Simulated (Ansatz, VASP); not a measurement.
HgTe: VASP beside Ansatz

File INCAR:

```
ALGO = Normal
EDIFF = 1E-8
ENCUT = 520
GGA = PE
ISIF = 2
ISMEAR = -1
LASPH = T
LCHARG = F
LEFG = T
LREAL = F
LWAVE = F
NBANDS = 16
NELM = 60
PREC = Accurate
SIGMA = 0.03
```

The input KPOINTS:

```
k-points
0
Gamma
  11 11 11
```

Contents of POSCAR:

```
HgTe
1.0
   -0.0644700000      3.1912650000      3.1912650000
    3.1912650000     -0.0644700000      3.1912650000
    3.1912650000      3.1912650000     -0.0644700000
Hg Te
1 1
Direct
    0.0000000000      0.0000000000      0.0000000000
    0.7500000000      0.7500000000      0.7500000000
```

Input for Ansatz:

```yaml
crystal:
  lattice:
    - [-0.06447, 3.191265, 3.191265]
    - [3.191265, -0.06447, 3.191265]
    - [3.191265, 3.191265, -0.06447]
  atoms:
    - { symbol: Hg, position: [0.0, 0.0, 0.0] }
    - { symbol: Te, position: [0.75, 0.75, 0.75] }
kpoints:
  mp_grid: { grid: [11, 11, 11] }
scf:
  occupations: { method: fermi_dirac, width: 0.03 }
hamiltonian:
  xc: pbe
  pseudopotentials: { kind: paw }
output:
  forces: true
  stress: true
  eigenvalues: true
  efg: { contact_densities: true }
```

Change from the starting cell: equal xy, yz and zx shear strains of -2 %, PAW files.

Alike in both runs: task electric field gradients; functional PBE; k mesh 11 × 11 × 11; occupations fermi-dirac, width 0.03 eV; no spin polarisation.

|  | VASP | Ansatz |
| --- | --- | --- |
| version | VASP 6.6.1 | Ansatz 0.2.0 |
| potentials or method | VASP PAW PBE potentials, release 64 (Hg, Te) | PAW with Ansatz's default frozen-core files, scalar-relativistic |
| plane-wave cutoff (eV) | 520 | 420 |
| valence electrons in the cell | 18 | 36 |

Ansatz gave:

* pressure (GPa): 4.2
* traceless stress, the component that is largest in VASP (GPa): 0.92
* rms of the force components (eV/Å): 0.149
* size of Vzz on the site where it differs most (V/Å²): 46.9

Task: Estimate VASP's values.

Result: Pressure (GPa): 4.2; traceless stress, the component that is largest in VASP (GPa): 0.93; rms of the force components (eV/Å): 0.152; size of Vzz on the site where it differs most (V/Å²): 56.8.

Atom by atom the forces differ by 0.003 eV/Å (rms over components). With one functional, cell and mesh, what is left measures potentials, basis and numerics. VASP's potentials hold 18 valence electrons a cell and Ansatz's 36, so a difference there can come from the potentials and not from the codes.

Neither program's run includes spin-orbit coupling.
